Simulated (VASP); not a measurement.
# CuAu3 (I4/mmm) in VASP: further runs

The runs below take CuAu3 through single point, with PBEsol.

Program: VASP 6.6.1. These are calculated values, not measurements. Logs are shortened: lines on timing, memory, paths and dates and some standing lists are left out, and cuts for length are marked.

**1. The cell of the first run**

It takes space group I4/mmm (No. 139, tetragonal). The conventional cell has a = 3.981 Å, b = 3.981 Å, c = 8.164 Å, α = 90.00°, β = 90.00°, γ = 90.00°. Within 3.7 Å of Au (site symmetry 4/mmm) lie 4 Cu at 2.82 Å and 8 Au at 2.85 Å. Au (site symmetry -4m2) has 8 Au at 2.82 to 2.85 Å and 4 Cu at 2.85 Å within 3.7 Å. Within 3.7 Å of Cu (site symmetry 4/mmm) lie 12 Au at 2.82 to 2.85 Å.

**2. Single point, PBEsol**

INCAR reads:

```
ALGO = Fast
EDIFF = 1E-6
ENCUT = 520
GGA = PS
ISIF = 2
ISMEAR = -1
LASPH = True
LCHARG = True
LELF = True
LREAL = False
LVHAR = True
LWAVE = False
NBANDS = 30
NELM = 80
PREC = Accurate
SIGMA = 0.05
```

KPOINTS reads:

```
k-points
0
Gamma
  9 9 9
```

POSCAR reads:

```
CuAu3
1.0
   -1.9906277700      1.9906277700      4.0820992900
    1.9906277700     -1.9906277700      4.0820992900
    1.9906277700      1.9906277700     -4.0820992900
Au Cu
3 1
Direct
    0.5000000000      0.5000000000      0.0000000000
    0.2500000000      0.7500000000      0.5000000000
    0.7500000000      0.2500000000      0.5000000000
    0.0000000000      0.0000000000      0.0000000000
```

Potentials or basis: VASP PAW PBE potentials, release 64 (Au, Cu).

Command:

```
$ cat potpaw_PBE.64/Au/POTCAR potpaw_PBE.64/Cu/POTCAR > POTCAR
$ mpirun -np 1 vasp_std > vasp.out
```

OUTCAR:

```text
EDIFF = 1E-6
   ENCUT = 520
   GGA = PS
   ISIF = 2
   ISMEAR = -1
   LASPH = True
   LREAL = False
   NELM = 80
   PREC = Accurate

 ion  position               nearest neighbor table
   1  0.500  0.500  0.000-   4 2.82   4 2.82   4 2.82   4 2.82   3 2.85   2 2.85   3 2.85   3 2.85
                             2 2.85   2 2.85   3 2.85   2 2.85
   2  0.250  0.750  0.500-   3 2.82   3 2.82   3 2.82   3 2.82   4 2.85   1 2.85   4 2.85   1 2.85
                             4 2.85   4 2.85   1 2.85   1 2.85
   3  0.750  0.250  0.500-   2 2.82   2 2.82   2 2.82   2 2.82   4 2.85   1 2.85   4 2.85   4 2.85
                             1 2.85   1 2.85   4 2.85   1 2.85
   4  0.000  0.000  0.000-   1 2.82   1 2.82   1 2.82   1 2.82   3 2.85   2 2.85   3 2.85   2 2.85
                             3 2.85   3 2.85   2 2.85   2 2.85

  LATTYP: Found a body centered tetragonal cell.
 ALAT       =     3.9812555400
 C/A-ratio  =     2.0506592702

  Lattice vectors:

 A1 = (  -1.9906277700,   1.9906277700,   4.0820992900)
 A2 = (   1.9906277700,  -1.9906277700,   4.0820992900)
 A3 = (   1.9906277700,   1.9906277700,  -4.0820992900)

Analysis of symmetry for initial positions (statically):
=====================================================================
 Subroutine PRICEL returns:
 Original cell was already a primitive cell.

 Routine SETGRP: Setting up the symmetry group for a
 body centered tetragonal supercell.

 Subroutine GETGRP returns: Found 16 space group operations
 (whereof 16 operations were pure point group operations)
 out of a pool of 16 trial point group operations.

The static configuration has the point symmetry D_4h.

Analysis of symmetry for dynamics (positions and initial velocities):
=====================================================================
 Subroutine PRICEL returns:
 Original cell was already a primitive cell.

 Routine SETGRP: Setting up the symmetry group for a
 body centered tetragonal supercell.

 Subroutine GETGRP returns: Found 16 space group operations
 (whereof 16 operations were pure point group operations)
 out of a pool of 16 trial point group operations.

The dynamic configuration has the point symmetry D_4h.

 Subroutine INISYM returns: Found 16 space group operations
 (whereof 16 operations are pure point group operations),
 and found     1 'primitive' translations

----------------------------------------------------------------------------------------

                                     Primitive cell

  volume of cell :      64.7029

  direct lattice vectors                    reciprocal lattice vectors
    -1.990627770  1.990627770  4.082099290     0.000000000  0.251177045  0.122485997
     1.990627770 -1.990627770  4.082099290     0.251177045  0.000000000  0.122485997
     1.990627770  1.990627770 -4.082099290     0.251177045  0.251177045  0.000000000

  length of vectors
     4.958702698  4.958702698  4.958702698     0.279450760  0.279450760  0.355217983

  position of ions in fractional coordinates (direct lattice)
     0.500000000  0.500000000  0.000000000
     0.250000000  0.750000000  0.500000000
     0.750000000  0.250000000  0.500000000
     0.000000000  0.000000000  0.000000000

  ion indices of the primitive-cell ions
   primitive index   ion index
                 1           1
                 2           2
                 3           3
                 4           4

----------------------------------------------------------------------------------------

 KPOINTS: k-points

Automatic generation of k-mesh.
 Grid dimensions read from file:
 generate k-points for:    9    9    9

 Generating k-lattice:

  Cartesian coordinates                     Fractional coordinates (reciprocal lattice)
     0.000000000  0.027908561  0.013609555     0.111111111 -0.000000000  0.000000000
     0.027908561  0.000000000  0.013609555    -0.000000000  0.111111111  0.000000000
     0.027908561  0.027908561  0.000000000     0.000000000  0.000000000  0.111111111

  Length of vectors
     0.031050084  0.031050084  0.039468665

  Shift w.r.t. Gamma in fractional coordinates (k-lattice)
     0.000000000  0.000000000  0.000000000

 Subroutine IBZKPT returns following result:
 ===========================================

 Found     75 irreducible k-points:

 Following reciprocal coordinates:
            Coordinates               Weight
  0.000000  0.000000  0.000000      1.000000
  0.111111 -0.000000  0.000000      8.000000
  0.222222  0.000000  0.000000      8.000000
  0.333333 -0.000000  0.000000      8.000000
  0.444444  0.000000  0.000000      8.000000
  0.111111  0.111111  0.000000      8.000000
[... 16 lines left out ...]
 -0.333333  0.333333  0.000000      4.000000
  0.444444  0.444444  0.000000      8.000000
 [... further k-points ...]
   k-points           NKPTS =     75   k-points in BZ     NKDIM =     75   number of bands    NBANDS=     30
   number of dos      NEDOS =    301   number of ions     NIONS =      4
   total plane-waves  NPLWV =  64000
   dimension x,y,z NGX =    40 NGY =   40 NGZ =   40
   dimension x,y,z NGXF=    80 NGYF=   80 NGZF=   80
   ions per type =               3   1
   NGX,Y,Z   is equivalent  to a cutoff of  13.41, 13.41, 13.41 a.u.
   NGXF,Y,Z  is equivalent  to a cutoff of  26.82, 26.82, 26.82 a.u.
 SYSTEM =  unknown system
   PREC   = accura    normal or accurate (medium, high low for compatibility)
   ISTART =      0    job   : 0-new  1-cont  2-samecut
   ICHARG =      2    charge: 1-file 2-atom 10-const
   ISPIN  =      1    spin polarized calculation?
   LNONCOLLINEAR =      F non collinear calculations
   LSORBIT =      F    spin-orbit coupling
   LASPH  =      T    aspherical Exc in radial PAW
   ENCUT  =  520.0 eV  38.22 Ry    6.18 a.u.   9.22  9.22  9.22*2*pi/ulx,y,z
   NELM   =     80;   NELMIN=  2; NELMDL= -5     # of ELM steps
   EDIFF  = 0.1E-05   stopping-criterion for ELM
   LREAL  =      F    real-space projection
   EDIFFG = 0.1E-04   stopping-criterion for IOM
   NSW    =      0    number of steps for IOM
   IBRION =     -1    ionic relax: 0-MD 1-quasi-New 2-CG
   NFREE  =      0    steps in history (QN), initial steepest desc. (CG)
   ISIF   =      2    stress and relaxation
   ISYM   =      2    0-nonsym 1-usesym 2-fastsym
   POTIM  = 0.5000    time-step for ionic-motion
   TEBEG  =    0.0;   TEEND  =   0.0 temperature during run
   PSTRESS=    0.0 pullay stress
   NELECT =      44.0000    total number of electrons
   NUPDOWN=      -1.0000    fix difference up-down
   EMIN   =  10.00;   EMAX   =-10.00  energy-range for DOS
   EFERMI =   0.00;   METHOD = LEGACY
   ISMEAR =    -1;   SIGMA  =   0.05  broadening in eV -4-tet -1-fermi 0-gaus
   EFERMI_NEDOS =   21; number of points for ismear=-14 and -15
   IALGO  =     68    algorithm
   IMIX   =      4    mixing-type and parameters
     AMIX     =   0.40;   BMIX     =  1.00
     AMIX_MAG =   1.60;   BMIX_MAG =  1.00
  volume/ion in A,a.u.               =      16.18       109.16
  Fermi-wavevector in a.u.,A,eV,Ry     =   1.439631  2.720508 28.198580  2.072537
  Thomas-Fermi vector in A             =   2.558465
   LORBIT       =      0    0 simple, 1 ext, 2 COOP (PROOUT), +10 PAW based schemes
   GGA     = PS    functional components
   LHFCALC =     F    Hartree Fock is set to
   AEXX    =    0.0000 exact exchange contribution
   IVDW    =     0    specifies the selected vdW correction
   LEPSILON=     F    determine dielectric tensor
   LRPA    =     F    only Hartree local field effects (RPA)
 non-spin polarized calculation
 RMM-DIIS sequential band-by-band and
  energy-cutoff  :      520.00
  volume of cell :       64.70
 maximum number of plane-waves:      1775
 NGX is ok and might be reduce to    40
   NGX = 19   NGY = 19   NGZ = 19

 number of electron      44.0000002 magnetization

 Free energy of the ion-electron system (eV)
  ---------------------------------------------------
  ext. energy  EPLUGINS =         0.00000000
  ---------------------------------------------------
  free energy    TOTEN  =       -16.15563450 eV

  energy without entropy =      -16.14855585  energy(sigma->0) =      -16.15209518

 E-fermi :   8.5540     XC(G=0): -12.7186

 val. band max:        8.5073478318   @ k =  -0.1111  -0.1111   0.1111
 cond. band min:       8.5757870440   @ k =  -0.1111  -0.3333   0.1111
 fundamental gap:      0.0684392122
 Fermi energy:         8.5540240554

 k-point     1 :       0.0000    0.0000    0.0000
  band No.  band energies     occupation
      1      -1.0850      2.00000
      2       1.8845      2.00000
      3       2.1272      2.00000
      4       2.3465      2.00000
      5       3.3305      2.00000
      6       3.3305      2.00000
[... 22 lines left out ...]
     29      14.8575      0.00000
     30      17.1522      0.00000

 k-point     2 :       0.1111   -0.0000    0.0000
  band No.  band energies     occupation
      1      -0.9058      2.00000
      2       1.9733      2.00000
      3       2.2106      2.00000
      4       2.4206      2.00000
      5       3.1568      2.00000
      6       3.2145      2.00000
[... 22 lines left out ...]
     29      15.7625      0.00000
     30      18.0033      0.00000

 k-point     3 :       0.2222    0.0000    0.0000
  band No.  band energies     occupation
      1      -0.3860      2.00000
      2       2.2097      2.00000
      3       2.4552      2.00000
      4       2.6022      2.00000
      5       2.9813      2.00000
      6       3.0529      2.00000
[... 22 lines left out ...]
     29      16.8927      0.00000
     30      18.4638      0.00000

 k-point     4 :       0.3333   -0.0000    0.0000
  band No.  band energies     occupation
      1       0.4083      2.00000
      2       2.4656      2.00000
      3       2.7781      2.00000
      4       2.8392      2.00000
      5       2.9444      2.00000
      6       2.9896      2.00000
[... 616 lines left out ...]
     29      18.9320      0.00000
     30      21.1988      0.00000

 k-point    23 :      -0.3333    0.3333    0.0000
  band No.  band energies     occupation
      1       1.1269      2.00000
      2       1.9835      2.00000
      3       2.2856      2.00000
      4       2.7886      2.00000
      5       3.3422      2.00000
      6       3.4075      2.00000
[... 22 lines left out ...]
     29      20.6186      0.00000
     30      21.9072      0.00000

 k-point    24 :       0.4444    0.4444    0.0000
  band No.  band energies     occupation
      1       1.6166      2.00000
      2       1.7003      2.00000
      3       2.3659      2.00000
      4       2.8639      2.00000
      5       3.4685      2.00000
      6       3.5275      2.00000
[... 22 lines left out ...]
     29      18.6670      0.00000
     30      19.0653      0.00000

 [... further k-points ...]
[... 5 lines left out ...]
  --------------------------------------------------------------------------------------
  -------------------------------------------------------------------------------------
  Total       -1.8156355     -1.8156355     -1.9156853      0.0000000      0.0000000      0.0000000
  in kB      -44.9588895    -44.9588895    -47.4363290      0.0000000      0.0000000      0.0000000
  external PRESSURE =     -45.7847027 kB  Pullay stress =       0.0000000 kB

 VOLUME and BASIS-vectors are now :
 -----------------------------------------------------------------------------
  energy-cutoff  :      520.00
  volume of cell :       64.70
      direct lattice vectors                 reciprocal lattice vectors
    -1.990627770  1.990627770  4.082099290     0.000000000  0.251177045  0.122485997
     1.990627770 -1.990627770  4.082099290     0.251177045  0.000000000  0.122485997
     1.990627770  1.990627770 -4.082099290     0.251177045  0.251177045  0.000000000

 POSITION                                       TOTAL-FORCE (eV/Angst)
 -----------------------------------------------------------------------------------
      0.00000      0.00000      4.08210         0.000000      0.000000     -0.000000
      1.99063     -0.00000      2.04105        -0.000000      0.000000     -0.000000
     -0.00000      1.99063      2.04105        -0.000000     -0.000000      0.000000
      0.00000      0.00000      0.00000         0.000000      0.000000     -0.000000
 -----------------------------------------------------------------------------------
    total drift:                               -0.000000     -0.000000      0.000000

  FREE ENERGIE OF THE ION-ELECTRON SYSTEM (eV)
  ---------------------------------------------------
  free  energy   TOTEN  =       -16.1556344979 eV

  energy  without entropy=      -16.1485558547  energy(sigma->0) =      -16.15209518
```

It took 4.1 min on 1 thread of Intel Xeon Platinum 8259CL at 2.50GHz (Skylake/Cascade Lake), shared host; peak memory 0.33 GiB.

What came out:

```yaml
Free_energy: -16.1556 eV
Pressure: -4.6 GPa
Band_gap_on_the_k_mesh: zero (band 22 reaches 11.40 eV, above the bottom of band 23 at 7.36 eV)
```

Stress tensor (GPa, compression positive):
```
-4.50  0.00  0.00
 0.00 -4.50  0.00
 0.00  0.00 -4.74
```

Caveat: the PAW data sets were made with another functional, which shifts forces and pressure a little; spin-orbit coupling is left out, which moves the levels of the heavy elements.

[end of part 1 of 2]
